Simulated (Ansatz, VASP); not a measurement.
# Ta: VASP beside Ansatz

```
CELL_PARAMETERS angstrom
-1.71733 1.71733 1.65128
1.71733 -1.71733 1.65128
1.71733 1.71733 -1.65128
ATOMIC_POSITIONS crystal
Ta 0.00000 0.00000 0.00000
```

Change from the starting cell: strain +0.040 along x and y, +0.000 along z, atoms carried along.

Alike in both runs: task single point; functional PBE; k mesh 20 × 20 × 20; occupations gaussian, width 0.15 eV; no spin polarisation.

|  | VASP | Ansatz |
| --- | --- | --- |
| version | VASP 6.6.1 | Ansatz 0.2.0 |
| potentials or method | VASP PAW PBE potentials, release 64 (Ta_pv), cutoff 520 eV | scalar-relativistic, plane waves, PAW |
| valence electrons in the cell | 11 | 13 |

|  | VASP | Ansatz | Ansatz less VASP |
| --- | --- | --- | --- |
| gap on the k mesh at the Fermi level (eV) | none | none | - |
| pressure (GPa) | -10.8 | -10.8 | 0.00 |
| traceless stress, the component that is largest in VASP (GPa) | 2.14 | 2.14 | +0.005 |

A gap of «none» marks a metal or a gap that the smearing closes. The functional is the same, so the differences come from potentials, cutoffs and numerics. VASP's potentials hold 11 valence electrons a cell and Ansatz's 13, so a difference there can come from the potentials and not from the codes.

Spin-orbit coupling is off throughout.
